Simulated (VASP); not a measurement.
# CdO (Fm-3m) in VASP: a series of runs, part 2 of 2

VASP 6.6.1. The steps go on from the part before.

### 4 Single point, PBE

This run uses another cell than the first one, of 13.55 Å³/atom.

The input, INCAR:

```
SYSTEM = CdO
PREC = Accurate
ENCUT = 600
EDIFF = 1E-6
ISMEAR = 0
SIGMA = 0.1
LREAL = .False.
LASPH = .True.
NELM = 120
ALGO = Normal
ISIF = 2
LWAVE = .False.
LCHARG = .False.
GGA = PE
NBANDS = 16
GGA_COMPAT = .False.
```

The input, KPOINTS:

```
Automatic mesh
0
Gamma
  16 16 16
  0 0 0
```

The input, POSCAR:

```
CdO
1.0
    0.0000000000      2.3838668582      2.3838668582
    2.3838668582      0.0000000000      2.3838668582
    2.3838668582      2.3838668582      0.0000000000
Cd O
1 1
Direct
    0.0000000000      0.0000000000      0.0000000000
    0.5000000000      0.5000000000      0.5000000000
```

Launch:

```bash
$ cat potpaw_PBE.64/Cd/POTCAR potpaw_PBE.64/O/POTCAR > POTCAR
$ mpirun -np 1 vasp_std > vasp.out
```

Run time: 2.7 min. Hardware: 1 thread of AMD EPYC 7R13, shared host; peak memory 0.18 GiB.

The run converged. Its results:

| Property | Result |
| --- | --- |
| Free energy | -7.7295 eV |
| Pressure | 1.0 GPa |
| Band gap on the k mesh | zero (bands 9 and 10 overlap by 0.51 eV) |

Levels at points of the mesh, in eV from the Fermi level:
| k point | band 5 | band 6 | band 7 | band 8 | band 9 | band 10 | band 11 | band 12 | band 13 | band 14 |
| --- | --- | --- | --- | --- | --- | --- | --- | --- | --- | --- |
| (0.00, 0.00, 0.00) | -6.44 | -6.44 | -1.26 | -1.26 | -1.26 | -0.59 | 14.84 | 16.65 | 16.65 | 16.65 |
| (0.50, 0.00, 0.00) | -6.22 | -6.22 | -3.79 | -0.09 | -0.09 | 4.34 | 6.93 | 11.65 | 11.65 | 17.23 |
| (0.50, 0.50, 0.00) | -6.10 | -5.84 | -4.11 | -2.18 | -2.18 | 3.62 | 8.29 | 10.98 | 12.91 | 12.91 |

Caveat: semilocal functionals underestimate gaps, so a narrow gap can read as zero.
